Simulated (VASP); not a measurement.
# Mn (I4_1/amd) in VASP: single point with PBE

Aim: the single point of Mn with PBE.

Everything below comes from runs of VASP 6.6.1. Logs are shortened: lines on timing, memory, paths and dates and some standing lists are left out, and cuts for length are marked.

## (1) The cell of the first run

Symmetry: I4_1/amd, No. 141, tetragonal system. Conventional cell: a = 4.400 Å, b = 4.400 Å, c = 2.466 Å, α = 90.00°, β = 90.00°, γ = 90.00°. Mn (site symmetry -4m2) has 10 Mn at 2.28 to 2.87 Å within 3.0 Å.

## (2) Single point, PBE, collinear spin, ferromagnetic start

Contents of INCAR:

```
SYSTEM = Mn
PREC     = Accurate       ! precision mode
ENCUT    = 680            ! plane-wave cutoff, eV
EDIFF    = 1E-6           ! SCF threshold, eV
ISMEAR   = 0              ! smearing method
SIGMA    = 0.1            ! smearing width, eV
LREAL    = .False.        ! projectors in reciprocal space
LASPH    = .True.         ! aspherical terms in the spheres
NELM     = 200            ! most SCF steps
ALGO     = Normal         ! electronic algorithm
ISIF     = 2              ! what is computed and relaxed
LWAVE    = .False.        ! write WAVECAR
LCHARG   = .False.        ! write CHGCAR
ISPIN    = 2              ! spin polarisation
MAGMOM   = 1.28 1.28      ! initial moments
LORBIT   = 11             ! projections on sites
LMAXMIX  = 4              ! l up to which the mixer works
GGA      = PE             ! functional
NBANDS   = 26             ! bands
GGA_COMPAT= .False.
```

Contents of KPOINTS:

```
Automatic mesh
0
Gamma
  6 6 6
  0 0 0
```

Contents of POSCAR:

```
Mn
1.0
   -2.2001468975      2.2001468975      1.2332440300
    2.2001468975     -2.2001468975      1.2332440300
    2.2001468975      2.2001468975     -1.2332440300
Mn
2
Direct
    0.7500000000      0.2500000000      0.5000000000
    0.0000000000      0.0000000000      0.0000000000
```

Potentials or basis: VASP PAW PBE potentials, release 64 (Mn_sv).

The run is started by

```sh
cat potpaw_PBE.64/Mn_sv/POTCAR > POTCAR
mpirun -np 1 vasp_std > vasp.out
```

OUTCAR:

```text
SYSTEM = Mn
   PREC = Accurate
   ENCUT = 680
   EDIFF = 1E-6
   ISMEAR = 0
   LREAL = .False.
   LASPH = .True.
   NELM = 200
   ISIF = 2
   ISPIN = 2
   LORBIT = 11
   GGA = PE

 ion  position               nearest neighbor table
   1  0.750  0.250  0.500-   2 2.28   2 2.28   2 2.28   2 2.28
   2  0.000  0.000  0.000-   1 2.28   1 2.28   1 2.28   1 2.28

  LATTYP: Found a body centered tetragonal cell.
 ALAT       =     4.4002937950
 C/A-ratio  =     0.5605280408

  Lattice vectors:

 A1 = (  -2.2001468975,   2.2001468975,   1.2332440300)
 A2 = (   2.2001468975,  -2.2001468975,   1.2332440300)
 A3 = (   2.2001468975,   2.2001468975,  -1.2332440300)

Analysis of symmetry for initial positions (statically):
=====================================================================
 Subroutine PRICEL returns:
 Original cell was already a primitive cell.

 Routine SETGRP: Setting up the symmetry group for a
 body centered tetragonal supercell.

 Subroutine GETGRP returns: Found 16 space group operations
 (whereof  8 operations were pure point group operations)
 out of a pool of 16 trial point group operations.

The static configuration has the point symmetry D_2d.
 The point group associated with its full space group is D_4h.

Analysis of symmetry for dynamics (positions and initial velocities):
=====================================================================
 Subroutine PRICEL returns:
 Original cell was already a primitive cell.

 Routine SETGRP: Setting up the symmetry group for a
 body centered tetragonal supercell.

 Subroutine GETGRP returns: Found 16 space group operations
 (whereof  8 operations were pure point group operations)
 out of a pool of 16 trial point group operations.

The dynamic configuration has the point symmetry D_2d.
 The point group associated with its full space group is D_4h.

Analysis of structural, dynamic, and magnetic symmetry:
=====================================================================
 Subroutine PRICEL returns:
 Original cell was already a primitive cell.

 Routine SETGRP: Setting up the symmetry group for a
 body centered tetragonal supercell.

 Subroutine GETGRP returns: Found 16 space group operations
 (whereof  8 operations were pure point group operations)
 out of a pool of 16 trial point group operations.

The overall configuration has the point symmetry D_2d.
 The point group associated with its full space group is D_4h.

 Subroutine INISYM returns: Found 16 space group operations
 (whereof  8 operations are pure point group operations),
 and found     1 'primitive' translations

----------------------------------------------------------------------------------------

                                     Primitive cell

  volume of cell :      23.8788

  direct lattice vectors                    reciprocal lattice vectors
    -2.200146897  2.200146897  1.233244030     0.000000000  0.227257553  0.405434762
     2.200146897 -2.200146897  1.233244030     0.227257553  0.000000000  0.405434762
     2.200146897  2.200146897 -1.233244030     0.227257553  0.227257553  0.000000000

  length of vectors
     3.346966325  3.346966325  3.346966325     0.464783113  0.464783113  0.321390713

  position of ions in fractional coordinates (direct lattice)
     0.750000000  0.250000000  0.500000000
     0.000000000  0.000000000  0.000000000

  ion indices of the primitive-cell ions
   primitive index   ion index
                 1           1
                 2           2

----------------------------------------------------------------------------------------

 KPOINTS: Automatic mesh

Automatic generation of k-mesh.
 Grid dimensions read from file:
 generate k-points for:    6    6    6

 Generating k-lattice:

  Cartesian coordinates                     Fractional coordinates (reciprocal lattice)
     0.000000000  0.037876259  0.067572460     0.166666667  0.000000000 -0.000000000
     0.037876259  0.000000000  0.067572460     0.000000000  0.166666667 -0.000000000
     0.037876259  0.037876259  0.000000000     0.000000000  0.000000000  0.166666667

  Length of vectors
     0.077463852  0.077463852  0.053565119

  Shift w.r.t. Gamma in fractional coordinates (k-lattice)
     0.000000000  0.000000000  0.000000000

 Subroutine IBZKPT returns following result:
 ===========================================

 Found     30 irreducible k-points:

 Following reciprocal coordinates:
            Coordinates               Weight
  0.000000  0.000000  0.000000      1.000000
  0.166667  0.000000  0.000000      8.000000
  0.333333  0.000000 -0.000000      8.000000
  0.500000  0.000000 -0.000000      4.000000
  0.166667  0.166667  0.000000      8.000000
  0.333333  0.166667  0.000000     16.000000
[... 16 lines left out ...]
 -0.333333 -0.333333  0.166667      8.000000
 -0.166667 -0.333333  0.166667      8.000000
 [... further k-points ...]
   k-points           NKPTS =     30   k-points in BZ     NKDIM =     30   number of bands    NBANDS=     26
   number of dos      NEDOS =    301   number of ions     NIONS =      2
   total plane-waves  NPLWV =  21952
   dimension x,y,z NGX =    28 NGY =   28 NGZ =   28
   dimension x,y,z NGXF=    56 NGYF=   56 NGZF=   56
   ions per type =               2
   NGX,Y,Z   is equivalent  to a cutoff of  13.91, 13.91, 13.91 a.u.
   NGXF,Y,Z  is equivalent  to a cutoff of  27.82, 27.82, 27.82 a.u.
 SYSTEM =  Mn
   PREC   = accura    normal or accurate (medium, high low for compatibility)
   ISTART =      0    job   : 0-new  1-cont  2-samecut
   ICHARG =      2    charge: 1-file 2-atom 10-const
   ISPIN  =      2    spin polarized calculation?
   LNONCOLLINEAR =      F non collinear calculations
   LSORBIT =      F    spin-orbit coupling
   LASPH  =      T    aspherical Exc in radial PAW
   ENCUT  =  680.0 eV  49.98 Ry    7.07 a.u.   7.12  7.12  7.12*2*pi/ulx,y,z
   NELM   =    200;   NELMIN=  2; NELMDL= -5     # of ELM steps
   EDIFF  = 0.1E-05   stopping-criterion for ELM
   LREAL  =      F    real-space projection
   EDIFFG = 0.1E-04   stopping-criterion for IOM
   NSW    =      0    number of steps for IOM
   IBRION =     -1    ionic relax: 0-MD 1-quasi-New 2-CG
   NFREE  =      0    steps in history (QN), initial steepest desc. (CG)
   ISIF   =      2    stress and relaxation
   ISYM   =      2    0-nonsym 1-usesym 2-fastsym
   POTIM  = 0.5000    time-step for ionic-motion
   TEBEG  =    0.0;   TEEND  =   0.0 temperature during run
   PSTRESS=    0.0 pullay stress
   NELECT =      30.0000    total number of electrons
   NUPDOWN=      -1.0000    fix difference up-down
   EMIN   =  10.00;   EMAX   =-10.00  energy-range for DOS
   EFERMI =   0.00;   METHOD = LEGACY
   ISMEAR =     0;   SIGMA  =   0.10  broadening in eV -4-tet -1-fermi 0-gaus
   EFERMI_NEDOS =   21; number of points for ismear=-14 and -15
   IALGO  =     38    algorithm
   IMIX   =      4    mixing-type and parameters
     AMIX     =   0.40;   BMIX     =  1.00
     AMIX_MAG =   1.60;   BMIX_MAG =  1.00
  volume/ion in A,a.u.               =      11.94        80.57
  Fermi-wavevector in a.u.,A,eV,Ry     =   1.766490  3.338182 42.456791  3.120486
  Thomas-Fermi vector in A             =   2.834063
   LORBIT       =     11    0 simple, 1 ext, 2 COOP (PROOUT), +10 PAW based schemes
   GGA     = PE    functional components
   LHFCALC =     F    Hartree Fock is set to
   AEXX    =    0.0000 exact exchange contribution
   IVDW    =     0    specifies the selected vdW correction
   LEPSILON=     F    determine dielectric tensor
   LRPA    =     F    only Hartree local field effects (RPA)
 spin polarized calculation
 Gauss-broadening in eV      SIGMA  =   0.10
  energy-cutoff  :      680.00
  volume of cell :       23.88
 maximum number of plane-waves:       979
   NGX = 15   NGY = 15   NGZ = 15

 number of electron      30.0000015 magnetization       2.4507906

 Free energy of the ion-electron system (eV)
  ---------------------------------------------------
  ext. energy  EPLUGINS =         0.00000000
  ---------------------------------------------------
  free energy    TOTEN  =       -16.85847117 eV

  energy without entropy =      -16.83982490  energy(sigma->0) =      -16.84914803

 E-fermi :  12.5054     XC(G=0): -13.4002

 val. band max:       12.4965362930   @ k =   0.5000   0.5000   0.3333
 cond. band min:      12.5162797775   @ k =   0.1667   0.1667   0.1667
 fundamental gap:      0.0197434845
 Fermi energy:        12.5053599129

 spin component 1

 k-point     1 :       0.0000    0.0000    0.0000
  band No.  band energies     occupation
      1     -67.4480      1.00000
      2     -67.1784      1.00000
      3     -36.4038      1.00000
      4     -36.4038      1.00000
      5     -35.8462      1.00000
      6     -35.8336      1.00000
[... 18 lines left out ...]
     25      33.6681      0.00000
     26      36.9627      0.00000
[... 644 lines left out ...]
      4     -36.3757      1.00000
      5     -36.2494      1.00000
      6     -36.2098      1.00000
[... 18 lines left out ...]
     25      28.7415      0.00000
     26      30.5334      0.00000

 [... further k-points ...]

 spin component 2

 k-point     1 :       0.0000    0.0000    0.0000
  band No.  band energies     occupation
      1     -66.1047      1.00000
      2     -65.8262      1.00000
      3     -35.1198      1.00000
      4     -35.1198      1.00000
      5     -34.4839      1.00000
      6     -34.4714      1.00000
[... 18 lines left out ...]
     25      33.9318      0.00000
     26      37.2889      0.00000
[... 644 lines left out ...]
      4     -35.0830      1.00000
      5     -34.9206      1.00000
      6     -34.8703      1.00000
[... 18 lines left out ...]
     25      29.3404      0.00000
     26      30.9540      0.00000

 [... further k-points ...]

------------------------ aborting loop because EDIFF is reached ----------------------------------------

  FORCE on cell =-STRESS in cart. coord.  units (eV):
  Direction    XX          YY          ZZ          XY          YZ          ZX
  --------------------------------------------------------------------------------------
  -------------------------------------------------------------------------------------
  Total       -0.2844970     -0.2844970      0.3846587      0.0000000      0.0000000      0.0000000
  in kB      -19.0886806    -19.0886806     25.8091527      0.0000000      0.0000000      0.0000000
  external PRESSURE =      -4.1227362 kB  Pullay stress =       0.0000000 kB

 VOLUME and BASIS-vectors are now :
 -----------------------------------------------------------------------------
  energy-cutoff  :      680.00
  volume of cell :       23.88
      direct lattice vectors                 reciprocal lattice vectors
    -2.200146897  2.200146897  1.233244030     0.000000000  0.227257553  0.405434762
     2.200146897 -2.200146897  1.233244030     0.227257553  0.000000000  0.405434762
     2.200146897  2.200146897 -1.233244030     0.227257553  0.227257553  0.000000000

 POSITION                                       TOTAL-FORCE (eV/Angst)
 -----------------------------------------------------------------------------------
      0.00000      2.20015      0.61662        -0.000000      0.000000      0.000000
      0.00000      0.00000      0.00000         0.000000     -0.000000     -0.000000
 -----------------------------------------------------------------------------------
    total drift:                               -0.000000      0.000000      0.000000

  FREE ENERGIE OF THE ION-ELECTRON SYSTEM (eV)
  ---------------------------------------------------
  free  energy   TOTEN  =       -16.8584711699 eV

  energy  without entropy=      -16.8398248988  energy(sigma->0) =      -16.84914803

 total charge

# of ion       s       p       d       tot
------------------------------------------
    1        2.246   6.057   4.752  13.056
    2        2.246   6.057   4.752  13.056
--------------------------------------------------
tot          4.493  12.114   9.505  26.112

 magnetization (x)

# of ion       s       p       d       tot
------------------------------------------
    1        0.006   0.005   1.158   1.169
    2        0.006   0.005   1.158   1.169
--------------------------------------------------
tot          0.013   0.009   2.315   2.337
```

Run time: 76 s. Hardware: 1 thread of Intel Xeon Platinum 8259CL at 2.50GHz (Skylake/Cascade Lake), shared host; peak memory 0.19 GiB.

What came out:

* Free energy: -16.8585 eV
* Pressure: -0.4 GPa
* Net moment: 2.45 μB per cell
* Site moments: Mn +1.17 μB
* Valence electrons inside the program's atomic spheres: Mn 13.06

Stress tensor (GPa, compression positive):
```
-1.91  0.00  0.00
 0.00 -1.91  0.00
 0.00  0.00  2.58
```

Caveat: the k points lie up to 0.49 Å⁻¹ apart.
